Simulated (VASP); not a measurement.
# MgO (Periclase) in VASP: notebook

MgO (Periclase) is run at these levels: PBE, r2SCAN; tasks: single point.

Program: VASP 6.6.1. These are calculated values, not measurements. Logs are shortened: lines on timing, memory, paths and dates and some standing lists are left out, and cuts for length are marked.

**1. The cell of the first run**

The structure is cubic, space group Fm-3m (No. 225). The conventional cell has a = 4.410 Å, b = 4.410 Å, c = 4.410 Å, α = 90.00°, β = 90.00°, γ = 90.00°. Mg (site symmetry m-3m) has 6 O at 2.20 Å within 2.9 Å. O (site symmetry m-3m) has 6 Mg at 2.20 Å within 2.9 Å.

**2. Single point, PBE (strain +4.9%)**

File INCAR:

```
PREC     = Accurate       # precision mode
ENCUT    = 520            # plane-wave cutoff, eV
EDIFF    = 1E-6           # SCF threshold, eV
ISMEAR   = -1             # smearing method
SIGMA    = 0.02           # smearing width, eV
LREAL    = False          # projectors in reciprocal space
LASPH    = True           # aspherical terms in the spheres
NELM     = 100            # most SCF steps
ALGO     = Normal         # electronic algorithm
ISIF     = 2              # what is computed and relaxed
LWAVE    = False          # write WAVECAR
LCHARG   = False          # write CHGCAR
GGA      = PE             # functional
NBANDS   = 11             # bands
```

File KPOINTS:

```
regular mesh
0
Gamma
  10 10 10
```

File POSCAR:

```
MgO
1.0
    0.0000000000      2.2047538254      2.2047538254
    2.2047538254      0.0000000000      2.2047538254
    2.2047538254      2.2047538254      0.0000000000
Mg O
1 1
Direct
    0.0000000000      0.0000000000      0.0000000000
    0.5000000000      0.5000000000      0.5000000000
```

Potentials or basis: VASP PAW PBE potentials, release 64 (Mg, O).

Launch:

```console
> cat potpaw_PBE.64/Mg/POTCAR potpaw_PBE.64/O/POTCAR > POTCAR
> mpirun -np 1 vasp_std > vasp.out
```

OUTCAR:

```text
PREC = Accurate
   ENCUT = 520
   EDIFF = 1E-6
   ISMEAR = -1
   LREAL = False
   LASPH = True
   NELM = 100
   ISIF = 2
   GGA = PE

 ion  position               nearest neighbor table
   1  0.000  0.000  0.000-   2 2.20   2 2.20   2 2.20   2 2.20   2 2.20   2 2.20
   2  0.500  0.500  0.500-   1 2.20   1 2.20   1 2.20   1 2.20   1 2.20   1 2.20

  LATTYP: Found a face centered cubic cell.
 ALAT       =     4.4095076508

  Lattice vectors:

 A1 = (   0.0000000000,   2.2047538254,   2.2047538254)
 A2 = (   2.2047538254,   0.0000000000,   2.2047538254)
 A3 = (   2.2047538254,   2.2047538254,   0.0000000000)

Analysis of symmetry for initial positions (statically):
=====================================================================
 Subroutine PRICEL returns:
 Original cell was already a primitive cell.

 Routine SETGRP: Setting up the symmetry group for a
 face centered cubic supercell.

 Subroutine GETGRP returns: Found 48 space group operations
 (whereof 48 operations were pure point group operations)
 out of a pool of 48 trial point group operations.

The static configuration has the point symmetry O_h .

Analysis of symmetry for dynamics (positions and initial velocities):
=====================================================================
 Subroutine PRICEL returns:
 Original cell was already a primitive cell.

 Routine SETGRP: Setting up the symmetry group for a
 face centered cubic supercell.

 Subroutine GETGRP returns: Found 48 space group operations
 (whereof 48 operations were pure point group operations)
 out of a pool of 48 trial point group operations.

The dynamic configuration has the point symmetry O_h .

 Subroutine INISYM returns: Found 48 space group operations
 (whereof 48 operations are pure point group operations),
 and found     1 'primitive' translations

----------------------------------------------------------------------------------------

                                     Primitive cell

  volume of cell :      21.4343

  direct lattice vectors                    reciprocal lattice vectors
     0.000000000  2.204753825  2.204753825    -0.226782688  0.226782688  0.226782688
     2.204753825  0.000000000  2.204753825     0.226782688 -0.226782688  0.226782688
     2.204753825  2.204753825  0.000000000     0.226782688  0.226782688 -0.226782688

  length of vectors
     3.117992762  3.117992762  3.117992762     0.392799139  0.392799139  0.392799139

  position of ions in fractional coordinates (direct lattice)
[... 8 lines left out ...]
----------------------------------------------------------------------------------------

 KPOINTS: regular mesh

Automatic generation of k-mesh.
 Grid dimensions read from file:
 generate k-points for:   10   10   10

 Generating k-lattice:

  Cartesian coordinates                     Fractional coordinates (reciprocal lattice)
    -0.022678269  0.022678269  0.022678269     0.100000000  0.000000000  0.000000000
     0.022678269 -0.022678269  0.022678269     0.000000000  0.100000000  0.000000000
     0.022678269  0.022678269 -0.022678269     0.000000000  0.000000000  0.100000000

  Length of vectors
     0.039279914  0.039279914  0.039279914

  Shift w.r.t. Gamma in fractional coordinates (k-lattice)
     0.000000000  0.000000000  0.000000000

 Subroutine IBZKPT returns following result:
 ===========================================

 Found     47 irreducible k-points:

 Following reciprocal coordinates:
            Coordinates               Weight
  0.000000  0.000000  0.000000      1.000000
  0.100000  0.000000  0.000000      8.000000
  0.200000  0.000000  0.000000      8.000000
  0.300000  0.000000  0.000000      8.000000
  0.400000  0.000000  0.000000      8.000000
  0.500000  0.000000  0.000000      4.000000
[... 16 lines left out ...]
  0.300000  0.300000  0.000000      6.000000
  0.400000  0.300000  0.000000     24.000000
 [... further k-points ...]
   k-points           NKPTS =     47   k-points in BZ     NKDIM =     47   number of bands    NBANDS=     11
   number of dos      NEDOS =    301   number of ions     NIONS =      2
   total plane-waves  NPLWV =  13824
   dimension x,y,z NGX =    24 NGY =   24 NGZ =   24
   dimension x,y,z NGXF=    48 NGYF=   48 NGZF=   48
   ions per type =               1   1
   NGX,Y,Z   is equivalent  to a cutoff of  12.80, 12.80, 12.80 a.u.
   NGXF,Y,Z  is equivalent  to a cutoff of  25.59, 25.59, 25.59 a.u.
 SYSTEM =  unknown system
   PREC   = accura    normal or accurate (medium, high low for compatibility)
   ISTART =      0    job   : 0-new  1-cont  2-samecut
   ICHARG =      2    charge: 1-file 2-atom 10-const
   ISPIN  =      1    spin polarized calculation?
   LNONCOLLINEAR =      F non collinear calculations
   LSORBIT =      F    spin-orbit coupling
   LASPH  =      T    aspherical Exc in radial PAW
   ENCUT  =  520.0 eV  38.22 Ry    6.18 a.u.   5.80  5.80  5.80*2*pi/ulx,y,z
   NELM   =    100;   NELMIN=  2; NELMDL= -5     # of ELM steps
   EDIFF  = 0.1E-05   stopping-criterion for ELM
   LREAL  =      F    real-space projection
[... 7 lines left out ...]
   TEBEG  =    0.0;   TEEND  =   0.0 temperature during run
   PSTRESS=    0.0 pullay stress
   NELECT =       8.0000    total number of electrons
   NUPDOWN=      -1.0000    fix difference up-down
   EMIN   =  10.00;   EMAX   =-10.00  energy-range for DOS
   EFERMI =   0.00;   METHOD = LEGACY
   ISMEAR =    -1;   SIGMA  =   0.02  broadening in eV -4-tet -1-fermi 0-gaus
   EFERMI_NEDOS =   21; number of points for ismear=-14 and -15
   IALGO  =     38    algorithm
   IMIX   =      4    mixing-type and parameters
     AMIX     =   0.40;   BMIX     =  1.00
     AMIX_MAG =   1.60;   BMIX_MAG =  1.00
  volume/ion in A,a.u.               =      10.72        72.32
  Fermi-wavevector in a.u.,A,eV,Ry     =   1.178695  2.227410 18.902868  1.389322
  Thomas-Fermi vector in A             =   2.315019
   LORBIT       =      0    0 simple, 1 ext, 2 COOP (PROOUT), +10 PAW based schemes
   GGA     = PE    functional components
   LHFCALC =     F    Hartree Fock is set to
   AEXX    =    0.0000 exact exchange contribution
   IVDW    =     0    specifies the selected vdW correction
   LEPSILON=     F    determine dielectric tensor
   LRPA    =     F    only Hartree local field effects (RPA)
 non-spin polarized calculation
  energy-cutoff  :      520.00
  volume of cell :       21.43
 maximum number of plane-waves:       589
   NGX = 11   NGY = 11   NGZ = 11

 number of electron       7.9999997 magnetization

 Free energy of the ion-electron system (eV)
  ---------------------------------------------------
  ext. energy  EPLUGINS =         0.00000000
  ---------------------------------------------------
  free energy    TOTEN  =       -11.80767855 eV

  energy without entropy =      -11.80767855  energy(sigma->0) =      -11.80767855

 E-fermi :   2.6272     XC(G=0): -10.4462

 val. band max:        2.2294065265   @ k =   0.0000   0.0000   0.0000
 cond. band min:       5.7301069752   @ k =   0.0000   0.0000   0.0000
 fundamental gap:      3.5007004487
 Fermi energy:         2.6272479962

 k-point     1 :       0.0000    0.0000    0.0000
  band No.  band energies     occupation
      1     -14.3886      2.00000
      2       2.2294      2.00000
      3       2.2294      2.00000
      4       2.2294      2.00000
      5       5.7301      0.00000
      6      17.2448      0.00000
      7      17.2448      0.00000
      8      17.2448      0.00000
      9      20.8170      0.00000
     10      22.4374      0.00000
     11      22.4374      0.00000

 k-point     2 :       0.1000    0.0000    0.0000
  band No.  band energies     occupation
      1     -14.3065      2.00000
      2       1.5986      2.00000
      3       2.1765      2.00000
      4       2.1765      2.00000
      5       6.3749      0.00000
      6      16.0296      0.00000
      7      17.4323      0.00000
      8      17.4323      0.00000
      9      21.4863      0.00000
     10      21.4863      0.00000
     11      22.1806      0.00000

 k-point     3 :       0.2000    0.0000    0.0000
  band No.  band energies     occupation
      1     -14.0824      2.00000
      2       0.4094      2.00000
      3       2.0419      2.00000
      4       2.0419      2.00000
      5       7.5718      0.00000
      6      14.4833      0.00000
      7      17.7368      0.00000
      8      17.7368      0.00000
      9      20.7973      0.00000
     10      20.7973      0.00000
     11      22.3457      0.00000

 k-point     4 :       0.3000    0.0000    0.0000
  band No.  band energies     occupation
      1     -13.7850      2.00000
      2      -0.7247      2.00000
      3       1.8829      2.00000
      4       1.8829      2.00000
      5       8.6045      0.00000
      6      13.5646      0.00000
      7      17.6174      0.00000
      8      17.6174      0.00000
      9      21.2846      0.00000
     10      21.2846      0.00000
     11      21.7420      0.00000
[... 239 lines left out ...]
 k-point    22 :      -0.2000    0.2000    0.0000
  band No.  band energies     occupation
      1     -13.6951      2.00000
      2      -0.5543      2.00000
      3       1.0976      2.00000
      4       1.8879      2.00000
      5       9.4171      0.00000
      6      13.3822      0.00000
      7      15.8255      0.00000
      8      18.4146      0.00000
      9      19.6835      0.00000
     10      22.0079      0.00000
     11      24.7256      0.00000

 k-point    23 :       0.3000    0.3000    0.0000
  band No.  band energies     occupation
      1     -13.6259      2.00000
      2      -0.5773      2.00000
      3       1.4255      2.00000
      4       1.4255      2.00000
      5       9.7202      0.00000
      6      12.3510      0.00000
      7      15.2019      0.00000
      8      18.5373      0.00000
      9      18.5373      0.00000
     10      24.8539      0.00000
     11      26.9135      0.00000

 k-point    24 :       0.4000    0.3000    0.0000
  band No.  band energies     occupation
      1     -13.4397      2.00000
      2      -0.9207      2.00000
      3       1.1131      2.00000
      4       1.2998      2.00000
      5      10.4590      0.00000
      6      12.0067      0.00000
      7      14.4275      0.00000
      8      18.6598      0.00000
      9      18.8483      0.00000
     10      25.4588      0.00000
     11      26.5690      0.00000

 [... further k-points ...]

------------------------ aborting loop because EDIFF is reached ----------------------------------------

  FORCE on cell =-STRESS in cart. coord.  units (eV):
  Direction    XX          YY          ZZ          XY          YZ          ZX
  --------------------------------------------------------------------------------------
  -------------------------------------------------------------------------------------
  Total       -1.8208383     -1.8208383     -1.8208383      0.0000000     -0.0000000     -0.0000000
  in kB     -136.1042394   -136.1042394   -136.1042394      0.0000000     -0.0000000     -0.0000000
  external PRESSURE =    -136.1042394 kB  Pullay stress =       0.0000000 kB

 VOLUME and BASIS-vectors are now :
 -----------------------------------------------------------------------------
  energy-cutoff  :      520.00
  volume of cell :       21.43
      direct lattice vectors                 reciprocal lattice vectors
     0.000000000  2.204753825  2.204753825    -0.226782688  0.226782688  0.226782688
     2.204753825  0.000000000  2.204753825     0.226782688 -0.226782688  0.226782688
     2.204753825  2.204753825  0.000000000     0.226782688  0.226782688 -0.226782688

 POSITION                                       TOTAL-FORCE (eV/Angst)
 -----------------------------------------------------------------------------------
      0.00000      0.00000      0.00000        -0.000000      0.000000      0.000000
      2.20475      2.20475      2.20475         0.000000     -0.000000     -0.000000
 -----------------------------------------------------------------------------------
    total drift:                               -0.000000     -0.000000      0.000000

  FREE ENERGIE OF THE ION-ELECTRON SYSTEM (eV)
  ---------------------------------------------------
  free  energy   TOTEN  =       -11.8076785529 eV

  energy  without entropy=      -11.8076785529  energy(sigma->0) =      -11.80767855
```

Wall time 27 s (1 thread of AMD EPYC 7R13, shared host); peak memory 0.11 GiB.

What came out:

| Item | Value |
| --- | --- |
| Free energy | -11.8077 eV |
| Pressure | -13.6 GPa |
| Band gap on the k mesh | 3.50 eV, direct |

Levels at points of the mesh, in eV from the valence-band top:
| k point | band 1 | band 2 | band 3 | band 4 | band 5 | band 6 | band 7 | band 8 |
| --- | --- | --- | --- | --- | --- | --- | --- | --- |
| (0.00, 0.00, 0.00) | -16.62 | 0.00 | 0.00 | 0.00 | 3.50 | 15.02 | 15.02 | 15.02 |
| (0.50, 0.00, 0.00) | -15.65 | -4.05 | -0.52 | -0.52 | 7.06 | 11.09 | 14.93 | 14.93 |
| (0.50, 0.50, 0.00) | -15.44 | -3.55 | -1.17 | -1.17 | 8.55 | 8.92 | 11.70 | 16.97 |

Caveat: the cell differs from its parent crystal (strain +4.9%).

**3. Single point, r2SCAN (strain +4.9%)**

POSCAR is that of step 2.

File INCAR.step1:

```
SYSTEM = MgO
  ALGO = Normal
  EDIFF = 1E-4
  ENCUT = 520
  GGA = PE
  ISMEAR = 0
  LASPH = .TRUE.
  LCHARG = .FALSE.
  LREAL = .FALSE.
  LWAVE = .TRUE.
  NBANDS = 11
  NELM = 60
  PREC = Accurate
  SIGMA = 0.01
```

File INCAR.step2:

```
SYSTEM = MgO
  ALGO = Normal
  EDIFF = 1E-6
  ENCUT = 520
  ISIF = 2
  ISMEAR = 0
  ISTART = 1
  LASPH = .TRUE.
  LCHARG = .TRUE.
  LELF = .TRUE.
  LMIXTAU = .TRUE.
  LREAL = .FALSE.
  LVHAR = .TRUE.
  LWAVE = .FALSE.
  METAGGA = R2SCAN
  NBANDS = 11
  NELM = 60
  PREC = Accurate
  SIGMA = 0.01
```

File KPOINTS:

```
k-points
0
G
  10 10 10
  0 0 0
```

Potentials or basis: VASP PAW PBE potentials, release 64 (Mg, O).

Launch:

```console
> cat potpaw_PBE.64/Mg/POTCAR potpaw_PBE.64/O/POTCAR > POTCAR
> cp INCAR.step1 INCAR
> mpirun -np 1 vasp_std > vasp.out
> cp INCAR.step2 INCAR
> mpirun -np 1 vasp_std > vasp.out
```

OUTCAR:

```text
SYSTEM = MgO
   EDIFF = 1E-6
   ENCUT = 520
   ISIF = 2
   ISMEAR = 0
   ISTART = 1
   LASPH = .TRUE.
   LREAL = .FALSE.
   METAGGA = R2SCAN
   NELM = 60
   PREC = Accurate

 ion  position               nearest neighbor table
   1  0.000  0.000  0.000-   2 2.20   2 2.20   2 2.20   2 2.20   2 2.20   2 2.20
   2  0.500  0.500  0.500-   1 2.20   1 2.20   1 2.20   1 2.20   1 2.20   1 2.20

  LATTYP: Found a face centered cubic cell.
 ALAT       =     4.4095076508

  Lattice vectors:

[... 524 lines left out ...]

  FORCE on cell =-STRESS in cart. coord.  units (eV):
  Direction    XX          YY          ZZ          XY          YZ          ZX
  --------------------------------------------------------------------------------------
  -------------------------------------------------------------------------------------
  Total       -2.5150602     -2.5150602     -2.5150602     -0.0000000      0.0000000      0.0000000
  in kB     -187.9960188   -187.9960188   -187.9960188     -0.0000000      0.0000000      0.0000000
  external PRESSURE =    -187.9960188 kB  Pullay stress =       0.0000000 kB

 VOLUME and BASIS-vectors are now :
 -----------------------------------------------------------------------------
  energy-cutoff  :      520.00
  volume of cell :       21.43
      direct lattice vectors                 reciprocal lattice vectors
     0.000000000  2.204753825  2.204753825    -0.226782688  0.226782688  0.226782688
     2.204753825  0.000000000  2.204753825     0.226782688 -0.226782688  0.226782688
     2.204753825  2.204753825  0.000000000     0.226782688  0.226782688 -0.226782688

 POSITION                                       TOTAL-FORCE (eV/Angst)
 -----------------------------------------------------------------------------------
      0.00000      0.00000      0.00000        -0.000000     -0.000000      0.000000
      2.20475      2.20475      2.20475         0.000000      0.000000     -0.000000
 -----------------------------------------------------------------------------------
    total drift:                               -0.000000     -0.000000      0.000000

  FREE ENERGIE OF THE ION-ELECTRON SYSTEM (eV)
  ---------------------------------------------------
  free  energy   TOTEN  =       -15.9666139203 eV

  energy  without entropy=      -15.9666139203  energy(sigma->0) =      -15.96661392
```

OUTCAR.step1:

```text
SYSTEM = MgO
   EDIFF = 1E-4
   ENCUT = 520
   GGA = PE
   ISMEAR = 0
   LASPH = .TRUE.
   LREAL = .FALSE.
[... 556 lines left out ...]
      0.00000      0.00000      0.00000         0.000000      0.000000     -0.000000
      2.20475      2.20475      2.20475        -0.000000     -0.000000      0.000000
 -----------------------------------------------------------------------------------
    total drift:                               -0.000000     -0.000000      0.000000

  FREE ENERGIE OF THE ION-ELECTRON SYSTEM (eV)
  ---------------------------------------------------
  free  energy   TOTEN  =       -11.8076762545 eV

  energy  without entropy=      -11.8076762545  energy(sigma->0) =      -11.80767625
```

Wall time 2 min (1 thread of AMD EPYC 7R13, shared host); peak memory 0.12 GiB.

Results:

```yaml
Free_energy: -15.9666 eV
Pressure: -18.8 GPa
Band_gap_on_the_k_mesh: 4.33 eV, direct
```

Levels at points of the mesh, in eV from the valence-band top:
```csv
k point,band 1,band 2,band 3,band 4,band 5,band 6,band 7,band 8
"(0.00, 0.00, 0.00)",-17.56,0.00,0.00,0.00,4.33,16.01,16.01,16.01
"(0.50, 0.00, 0.00)",-16.62,-4.04,-0.53,-0.53,7.92,12.22,16.00,16.00
"(0.50, 0.50, 0.00)",-16.42,-3.56,-1.19,-1.19,9.59,9.80,12.82,18.28
```

Caveat: the cell differs from its parent crystal (strain +4.9%); the PAW data sets were made with another functional, which shifts forces and pressure a little.

(Continued in part 2 of 2.)
